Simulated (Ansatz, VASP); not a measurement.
## One calculation of Cd, two programs

File INCAR:

```
PREC     = Accurate       # precision mode
ENCUT    = 520            # plane-wave cutoff, eV
EDIFF    = 1E-8           # SCF threshold, eV
ISMEAR   = -1             # smearing method
SIGMA    = 0.05           # smearing width, eV
LREAL    = F              # projectors in reciprocal space
LASPH    = T              # aspherical terms in the spheres
NELM     = 60             # most SCF steps
ALGO     = Normal         # electronic algorithm
ISIF     = 2              # what is computed and relaxed
LWAVE    = F              # write WAVECAR
LCHARG   = F              # write CHGCAR
GGA      = PS             # functional
LEFG     = T            
NBANDS   = 19             # bands
```

KPOINTS

```
regular mesh
0
Gamma
  14 14 7
```

Contents of POSCAR:

```
Cd
1.0
    2.9283733878      0.0000000000      0.0000000000
   -1.4641866939      2.5360457456      0.0000000000
    0.0000000000      0.0000000000      5.5224171956
Cd
2
Direct
    0.3333333333      0.6666666667      0.2500000000
    0.6666666667      0.3333333333      0.7500000000
```

Input for Ansatz:

```yaml
crystal:
  lattice:
    - [2.9283733878, 0.0, 0.0]
    - [-1.4641866939, 2.5360457456, 0.0]
    - [0.0, 0.0, 5.5224171956]
  atoms:
    - { symbol: Cd, position: [0.3333333333, 0.6666666667, 0.25] }
    - { symbol: Cd, position: [0.6666666667, 0.3333333333, 0.75] }
kpoints:
  mp_grid: { grid: [14, 14, 7] }
scf:
  occupations: { method: fermi_dirac, width: 0.05 }
hamiltonian:
  xc: pbesol
  pseudopotentials: { kind: paw }
output:
  forces: true
  stress: true
  eigenvalues: true
  efg: { contact_densities: true }
```

Change from the starting cell: volume scaled by 0.95, PAW files.

Alike in both runs: task electric field gradients; functional PBEsol; k mesh 14 × 14 × 7; occupations fermi-dirac, width 0.05 eV; no spin polarisation.

|  | VASP | Ansatz |
| --- | --- | --- |
| version | VASP 6.6.1 | Ansatz 0.2.0 |
| potentials or method | VASP PAW PBE potentials, release 64 (Cd) | PAW with Ansatz's default frozen-core files, scalar-relativistic |
| plane-wave cutoff (eV) | 520 | 420 |
| valence electrons in the cell | 24 | 40 |

```tsv
	VASP	Ansatz	Ansatz less VASP
pressure (GPa)	2.2	1.7	-0.44
traceless stress, the component that is largest in VASP (GPa)	-1.34	-1.15	+0.188
size of Vzz on the site where it differs most (V/Å²)	89.1	80.9	-8.25
```

VASP's potentials were made for PBE, not for PBEsol. VASP's potentials hold 24 valence electrons a cell and Ansatz's 40, so a difference there can come from the potentials and not from the codes.
